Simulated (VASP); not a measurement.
A run of VASP 6.6.1:

File POSCAR:

```
CdS
1.0
    0.0000000000      2.7060179974      2.7060179974
    2.7060179974      0.0000000000      2.7060179974
    2.7060179974      2.7060179974      0.0000000000
Cd S
1 1
Direct
    0.0000000000      0.0000000000      0.0000000000
    0.5000000000      0.5000000000      0.5000000000
```

The input INCAR.step1:

```
PREC = Accurate
ENCUT = 520
ISMEAR = 0
SIGMA = 0.01
LREAL = False
LASPH = True
NELM = 100
NBANDS = 16
GGA = PE
ALGO = Normal
EDIFF = 1E-4
LWAVE = True
LCHARG = False
```

File INCAR.step2:

```
PREC = Accurate
ENCUT = 520
EDIFF = 1E-7
ISMEAR = 0
SIGMA = 0.01
LREAL = False
LASPH = True
NELM = 100
ALGO = Normal
ISIF = 2
LWAVE = False
LCHARG = False
METAGGA = R2SCAN
LMIXTAU = True
NBANDS = 16
ISTART = 1
```

Contents of KPOINTS:

```
Automatic mesh
0
Gamma
  8 8 8
```

Potentials or basis: VASP PAW PBE potentials, release 64 (Cd, S).

The run is started by

```sh
$ cat potpaw_PBE.64/Cd/POTCAR potpaw_PBE.64/S/POTCAR > POTCAR
$ cp INCAR.step1 INCAR
$ mpirun -np 1 vasp_std > vasp.out
$ cp INCAR.step2 INCAR
$ mpirun -np 1 vasp_std > vasp.out
```

Hardware: 1 thread of Intel Xeon 8259CL, on a shared host.

Q: How long does it take, and how much memory?

A: It took 110 s on 1 thread of Intel Xeon 8259CL (shared host), peak memory 0.17 GiB. Counts: k points 29.
